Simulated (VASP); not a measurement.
## Cd: single point with r2SCAN

Cd:

```
Cd
1.0
     2.95090    0.00000    0.00000
    -1.47545    2.55555    0.00000
     0.00000    0.00000    5.88385
Cd
2
Direct
  0.33333 0.66667 0.25000
  0.66667 0.33333 0.75000
```

```yaml
Program: VASP 6.6.1
Task: single point
Functional: r2SCAN
Potentials_or_basis: VASP PAW PBE potentials, release 64 (Cd)
Cutoff: 520 eV
k_mesh: 12 × 12 × 6
Occupations: fermi-dirac, width 0.3 eV
Spin: no spin polarisation
Dipole_correction: no
Further_INCAR_settings: ALGO = Normal; EDIFF = 1e-06; NBANDS = 19
```

| Item | Value |
| --- | --- |
| Pressure | 0.8 GPa |
| Band gap on the k mesh | zero (bands 12 and 13 overlap by 4.43 eV) |

Stress tensor (GPa, compression positive):
```
1.09 0.00 0.00
0.00 1.09 0.00
0.00 0.00 0.13
```

Levels at points of the mesh, in eV from the Fermi level:
| k point | band 8 | band 9 | band 10 | band 11 | band 12 | band 13 | band 14 | band 15 | band 16 | band 17 |
| --- | --- | --- | --- | --- | --- | --- | --- | --- | --- | --- |
| (0.00, 0.00, 0.00) | -9.10 | -8.99 | -8.92 | -8.92 | -3.82 | -3.13 | 9.35 | 13.89 | 15.47 | 16.33 |
| (0.50, 0.00, 0.00) | -8.95 | -8.57 | -8.55 | -2.22 | -1.64 | 1.75 | 3.03 | 3.24 | 5.38 | 9.39 |
| (0.00, 0.00, 0.50) | -9.00 | -9.00 | -9.00 | -7.58 | -7.58 | 2.93 | 2.93 | 15.78 | 15.78 | 17.22 |
| (0.50, 0.00, 0.50) | -8.95 | -8.56 | -8.56 | -1.51 | -1.51 | 0.32 | 0.32 | 7.83 | 7.83 | 10.87 |

Wall time 4.3 min on 1 thread of Intel Xeon 8259CL, with other jobs on the host, peak memory 0.2 GiB.

Caveat: so wide a smearing shifts energies and pressures; the PAW data sets were made with another functional, which shifts forces and pressure a little.
